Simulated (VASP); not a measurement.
# ZnSe (I-4m2) in VASP: single point with HSE06

Aim: the single point of ZnSe with HSE06.

All numbers are computed with VASP 6.6.1; they aren't measurements. Logs are shortened: lines on timing, memory, paths and dates and some standing lists are left out, and cuts for length are marked.

**1. The cell of the first run**

Symmetry: I-4m2, No. 119, tetragonal system. The conventional cell has a = 4.006 Å, b = 4.006 Å, c = 5.799 Å, α = 90.00°, β = 90.00°, γ = 90.00°. Zn (site symmetry -4m2) has 4 Se at 2.47 Å within 3.3 Å. Se (site symmetry -4m2) has 4 Zn at 2.47 Å within 3.3 Å.

**2. Single point, HSE06 (uniaxial x strain +2.4%)**

POSCAR

```
ZnSe
1.0
    0.0000000000      2.8324246775      2.8324246775
    2.8992698999      0.0000000000      2.8324246775
    2.8992698999      2.8324246775      0.0000000000
Zn Se
1 1
Direct
    0.0000000000      0.0000000000      0.0000000000
    0.2500000000      0.2500000000      0.2500000000
```

INCAR.step1

```
SYSTEM = ZnSe
PREC     = Accurate       ! precision mode
ENCUT    = 520            ! plane-wave cutoff, eV
EDIFF    = 1E-5           ! SCF threshold, eV
ISMEAR   = 0              ! smearing method
SIGMA    = 0.01           ! smearing width, eV
LREAL    = .False.        ! projectors in reciprocal space
LASPH    = .True.         ! aspherical terms in the spheres
NELM     = 60             ! most SCF steps
ALGO     = Normal         ! electronic algorithm
ISIF     = 2              ! what is computed and relaxed
LWAVE    = .True.         ! write WAVECAR
LCHARG   = .False.        ! write CHGCAR
NBANDS   = 16             ! bands
GGA      = PE             ! functional
KPAR     = 4
```

INCAR.step2

```
SYSTEM = ZnSe
PREC     = Accurate       ! precision mode
ENCUT    = 520            ! plane-wave cutoff, eV
EDIFF    = 1E-6           ! SCF threshold, eV
ISMEAR   = 0              ! smearing method
SIGMA    = 0.01           ! smearing width, eV
LREAL    = .False.        ! projectors in reciprocal space
LASPH    = .True.         ! aspherical terms in the spheres
NELM     = 60             ! most SCF steps
ALGO     = Normal         ! electronic algorithm
ISIF     = 2              ! what is computed and relaxed
LWAVE    = .False.        ! write WAVECAR
LCHARG   = .False.        ! write CHGCAR
GGA      = PE             ! functional
LHFCALC  = .True.         ! exact exchange
HFSCREEN = 0.2079         ! screening, 1/A
PRECFOCK = Normal       
NBANDS   = 16             ! bands
ISTART   = 1            
KPAR     = 4
```

KPOINTS

```
Automatic mesh
0
Gamma
  6 6 6
  0 0 0
```

Potentials or basis: VASP PAW PBE potentials, release 64 (Zn, Se).

Run with:

```
$ cat potpaw_PBE.64/Zn/POTCAR potpaw_PBE.64/Se/POTCAR > POTCAR
$ cp INCAR.step1 INCAR
$ mpirun -np 4 vasp_std > vasp.out
$ cp INCAR.step2 INCAR
$ mpirun -np 4 vasp_std > vasp.out
```

OUTCAR:

```text
SYSTEM = ZnSe
   PREC = Accurate
   ENCUT = 520
   EDIFF = 1E-6
   ISMEAR = 0
   LREAL = .False.
   LASPH = .True.
   NELM = 60
   ISIF = 2
   GGA = PE
   LHFCALC = .True.
   HFSCREEN = 0.2079
   PRECFOCK = Normal
   ISTART = 1

 ion  position               nearest neighbor table
   1  0.000  0.000  0.000-   2 2.47   2 2.47   2 2.47   2 2.47
   2  0.250  0.250  0.250-   1 2.47   1 2.47   1 2.47   1 2.47

  LATTYP: Found a body centered tetragonal cell.
 ALAT       =     4.0056533933
 C/A-ratio  =     1.4475890025

  Lattice vectors:

 A1 = (   2.8992698999,   0.0000000000,   2.8324246775)
 A2 = (   2.8992698999,   0.0000000000,  -2.8324246775)
 A3 = (  -2.8992698999,   2.8324246775,   0.0000000000)

Analysis of symmetry for initial positions (statically):
=====================================================================
 Subroutine PRICEL returns:
 Original cell was already a primitive cell.

 Routine SETGRP: Setting up the symmetry group for a
 body centered tetragonal supercell.

 Subroutine GETGRP returns: Found  8 space group operations
 (whereof  8 operations were pure point group operations)
 out of a pool of 16 trial point group operations.

The static configuration has the point symmetry D_2d.

Analysis of symmetry for dynamics (positions and initial velocities):
=====================================================================
 Subroutine PRICEL returns:
 Original cell was already a primitive cell.

 Routine SETGRP: Setting up the symmetry group for a
 body centered tetragonal supercell.

 Subroutine GETGRP returns: Found  8 space group operations
 (whereof  8 operations were pure point group operations)
 out of a pool of 16 trial point group operations.

The dynamic configuration has the point symmetry D_2d.

 Subroutine INISYM returns: Found  8 space group operations
 (whereof  8 operations are pure point group operations),
 and found     1 'primitive' translations

----------------------------------------------------------------------------------------

                                     Primitive cell

  volume of cell :      46.5195

  direct lattice vectors                    reciprocal lattice vectors
     0.000000000  2.832424678  2.832424678    -0.172457211  0.176527201  0.176527201
     2.899269900  0.000000000  2.832424678     0.172457211 -0.176527201  0.176527201
     2.899269900  2.832424678  0.000000000     0.172457211  0.176527201 -0.176527201

  length of vectors
     4.005653393  4.053195715  4.053195715     0.303422469  0.303422469  0.303422469

  position of ions in fractional coordinates (direct lattice)
     0.000000000  0.000000000  0.000000000
     0.250000000  0.250000000  0.250000000

  ion indices of the primitive-cell ions
   primitive index   ion index
                 1           1
                 2           2

----------------------------------------------------------------------------------------

 KPOINTS: Automatic mesh

Automatic generation of k-mesh.
 Grid dimensions read from file:
 generate k-points for:    6    6    6

 Generating k-lattice:

  Cartesian coordinates                     Fractional coordinates (reciprocal lattice)
    -0.028742868  0.029421200  0.029421200     0.166666667  0.000000000  0.000000000
     0.028742868 -0.029421200  0.029421200     0.000000000  0.166666667 -0.000000000
     0.028742868  0.029421200 -0.029421200     0.000000000 -0.000000000  0.166666667

  Length of vectors
     0.050570412  0.050570412  0.050570412

  Shift w.r.t. Gamma in fractional coordinates (k-lattice)
     0.000000000  0.000000000  0.000000000

 Subroutine IBZKPT returns following result:
 ===========================================

 Found     30 irreducible k-points:

 Following reciprocal coordinates:
            Coordinates               Weight
  0.000000  0.000000  0.000000      1.000000
  0.166667  0.000000  0.000000      8.000000
  0.333333  0.000000  0.000000      8.000000
  0.500000  0.000000  0.000000      4.000000
  0.166667  0.166667  0.000000      4.000000
  0.333333  0.166667  0.000000     16.000000
[... 16 lines left out ...]
 -0.333333  0.500000  0.166667      4.000000
  0.333333 -0.333333  0.166667      8.000000
 [... further k-points ...]
   k-points           NKPTS =     30   k-points in BZ     NKDIM =    216   number of bands    NBANDS=     16
   number of dos      NEDOS =    301   number of ions     NIONS =      2
   total plane-waves  NPLWV =  27000
   dimension x,y,z NGX =    30 NGY =   30 NGZ =   30
   dimension x,y,z NGXF=    60 NGYF=   60 NGZF=   60
   ions per type =               1   1
   NGX,Y,Z   is equivalent  to a cutoff of  12.45, 12.30, 12.30 a.u.
   NGXF,Y,Z  is equivalent  to a cutoff of  24.90, 24.61, 24.61 a.u.
 SYSTEM =  ZnSe
   PREC   = accura    normal or accurate (medium, high low for compatibility)
   ISTART =      1    job   : 0-new  1-cont  2-samecut
   ICHARG =      0    charge: 1-file 2-atom 10-const
   ISPIN  =      1    spin polarized calculation?
   LNONCOLLINEAR =      F non collinear calculations
   LSORBIT =      F    spin-orbit coupling
   LASPH  =      T    aspherical Exc in radial PAW
   ENCUT  =  520.0 eV  38.22 Ry    6.18 a.u.   7.45  7.54  7.54*2*pi/ulx,y,z
   NELM   =     60;   NELMIN=  2; NELMDL=  0     # of ELM steps
   EDIFF  = 0.1E-05   stopping-criterion for ELM
   LREAL  =      F    real-space projection
   EDIFFG = 0.1E-04   stopping-criterion for IOM
   NSW    =      0    number of steps for IOM
   IBRION =     -1    ionic relax: 0-MD 1-quasi-New 2-CG
   NFREE  =      0    steps in history (QN), initial steepest desc. (CG)
   ISIF   =      2    stress and relaxation
   ISYM   =      3    0-nonsym 1-usesym 2-fastsym
   POTIM  = 0.5000    time-step for ionic-motion
   TEBEG  =    0.0;   TEEND  =   0.0 temperature during run
   PSTRESS=    0.0 pullay stress
   NELECT =      18.0000    total number of electrons
   NUPDOWN=      -1.0000    fix difference up-down
   EMIN   =  10.00;   EMAX   =-10.00  energy-range for DOS
   EFERMI =   0.00;   METHOD = LEGACY
   ISMEAR =     0;   SIGMA  =   0.01  broadening in eV -4-tet -1-fermi 0-gaus
   EFERMI_NEDOS =   21; number of points for ismear=-14 and -15
   IALGO  =     38    algorithm
   IMIX   =      1    mixing-type and parameters
     AMIX     =   0.40;   BMIX     =  1.00
     AMIX_MAG =   1.60;   BMIX_MAG =  1.00
  volume/ion in A,a.u.               =      23.26       156.96
  Fermi-wavevector in a.u.,A,eV,Ry     =   1.192945  2.254340 19.362703  1.423119
  Thomas-Fermi vector in A             =   2.328971
   LORBIT       =      0    0 simple, 1 ext, 2 COOP (PROOUT), +10 PAW based schemes
   GGA     = PE    functional components
   LHFCALC =     T    Hartree Fock is set to
   PRECFOCK=normal    Normal, Fast or Accurate (Low or Medium for compatibility)
   ENCUT4O =  -1.0   cutoff for four orbital integrals eV
   NKREDX  =     1    reduce k-point grid by
   NKREDY  =     1    reduce k-point grid by
   NKREDZ  =     1    reduce k-point grid by
   AEXX    =    0.2500 exact exchange contribution
   HFSCREEN=    0.2079 screening length (either q_TF or 0.3 A-1)
   HFSCREENC=   0.2079 screening length for correlation (either q_TF or 0.3 A-1)
   ENCUTFOCK=  -1.0 apply spherical cutoff to Coloumb kernel
   IVDW    =     0    specifies the selected vdW correction
   LEPSILON=     F    determine dielectric tensor
   LRPA    =     F    only Hartree local field effects (RPA)
 non-spin polarized calculation
 Gauss-broadening in eV      SIGMA  =   0.01
  energy-cutoff  :      520.00
  volume of cell :       46.52
 maximum number of plane-waves:      1291
 NGX is ok and might be reduce to    30
  NGX = 24; NGY = 24; NGZ = 24

 number of electron      18.0000019 magnetization

 Free energy of the ion-electron system (eV)
  ---------------------------------------------------
  ext. energy  EPLUGINS =         0.00000000
  ---------------------------------------------------
  free energy    TOTEN  =        -7.42658723 eV

  energy without entropy =       -7.42658723  energy(sigma->0) =       -7.42658723

 E-fermi :   0.9267     XC(G=0):  -7.6588

 val. band max:        0.8109162054   @ k =   0.0000   0.0000   0.0000
 cond. band min:       3.0838588473   @ k =   0.0000   0.0000   0.0000
 fundamental gap:      2.2729426418
 Fermi energy:         0.9266821496

 k-point     1 :       0.0000    0.0000    0.0000
  band No.  band energies     occupation
      1     -13.4493      2.00000
      2      -7.3369      2.00000
      3      -7.3282      2.00000
      4      -7.3282      2.00000
      5      -7.0211      2.00000
      6      -7.0197      2.00000
[... 8 lines left out ...]
     15      13.1904      0.00000
     16      13.6438      0.00000

 k-point     2 :       0.1667    0.0000    0.0000
  band No.  band energies     occupation
      1     -13.2659      2.00000
      2      -7.3121      2.00000
      3      -7.3050      2.00000
      4      -7.2901      2.00000
      5      -7.0220      2.00000
      6      -7.0217      2.00000
[... 8 lines left out ...]
     15      12.5036      0.00000
     16      13.0489      0.00000

 k-point     3 :       0.3333    0.0000    0.0000
  band No.  band energies     occupation
      1     -12.8581      2.00000
      2      -7.2738      2.00000
      3      -7.2652      2.00000
      4      -7.0977      2.00000
      5      -7.0184      2.00000
      6      -7.0132      2.00000
[... 8 lines left out ...]
     15      13.0071      0.00000
     16      13.0623      0.00000

 k-point     4 :       0.5000    0.0000    0.0000
  band No.  band energies     occupation
      1     -12.6286      2.00000
      2      -7.2600      2.00000
      3      -7.2501      2.00000
      4      -7.0110      2.00000
      5      -7.0039      2.00000
      6      -6.8449      2.00000
[... 8 lines left out ...]
     15      15.0905      0.00000
     16      15.2770      0.00000
[... 324 lines left out ...]
 k-point    22 :       0.3333    0.5000    0.1667
  band No.  band energies     occupation
      1     -12.5710      2.00000
      2      -7.2250      2.00000
      3      -7.2100      2.00000
      4      -7.0996      2.00000
      5      -7.0032      2.00000
      6      -6.9058      2.00000
[... 8 lines left out ...]
     15      14.8760      0.00000
     16      16.3428      0.00000

 k-point    23 :      -0.3333    0.5000    0.1667
  band No.  band energies     occupation
      1     -12.3472      2.00000
      2      -7.2054      2.00000
      3      -7.1540      2.00000
      4      -7.0878      2.00000
      5      -7.0028      2.00000
      6      -6.7196      2.00000
[... 8 lines left out ...]
     15      15.6939      0.00000
     16      16.1401      0.00000

 k-point    24 :       0.3333   -0.3333    0.1667
  band No.  band energies     occupation
      1     -12.4144      2.00000
      2      -7.2132      2.00000
      3      -7.1924      2.00000
      4      -7.0554      2.00000
      5      -7.0197      2.00000
      6      -6.7434      2.00000
[... 8 lines left out ...]
     15      15.1935      0.00000
     16      16.4131      0.00000

 [... further k-points ...]
[... 5 lines left out ...]
  --------------------------------------------------------------------------------------
  -------------------------------------------------------------------------------------
  Total       -0.2551416      0.0073209      0.0073209      0.0000000      0.0000000      0.0000000
  in kB       -8.7873218      0.2521402      0.2521402      0.0000000      0.0000000      0.0000000
  external PRESSURE =      -2.7610138 kB  Pullay stress =       0.0000000 kB

 VOLUME and BASIS-vectors are now :
 -----------------------------------------------------------------------------
  energy-cutoff  :      520.00
  volume of cell :       46.52
      direct lattice vectors                 reciprocal lattice vectors
     0.000000000  2.832424678  2.832424678    -0.172457211  0.176527201  0.176527201
     2.899269900  0.000000000  2.832424678     0.172457211 -0.176527201  0.176527201
     2.899269900  2.832424678  0.000000000     0.172457211  0.176527201 -0.176527201

 POSITION                                       TOTAL-FORCE (eV/Angst)
 -----------------------------------------------------------------------------------
      0.00000      0.00000      0.00000         0.000000      0.000000      0.000000
      1.44963      1.41621      1.41621        -0.000000     -0.000000     -0.000000
 -----------------------------------------------------------------------------------
    total drift:                                0.000013      0.000000     -0.000000

  FREE ENERGIE OF THE ION-ELECTRON SYSTEM (eV)
  ---------------------------------------------------
  free  energy   TOTEN  =        -7.4265872315 eV

  energy  without entropy=       -7.4265872315  energy(sigma->0) =       -7.42658723
```

Wall time 47 min (4 MPI ranks of Oxide Virtual Turin-like, shared host); peak memory 0.27 GiB.

What came out:

```yaml
Free_energy: -7.4266 eV
Pressure: -0.3 GPa
Band_gap_on_the_k_mesh: 2.27 eV
```

Caveat: the cell differs from its parent crystal (uniaxial x strain +2.4%); the PAW data sets were made with another functional, which shifts forces and pressure a little.
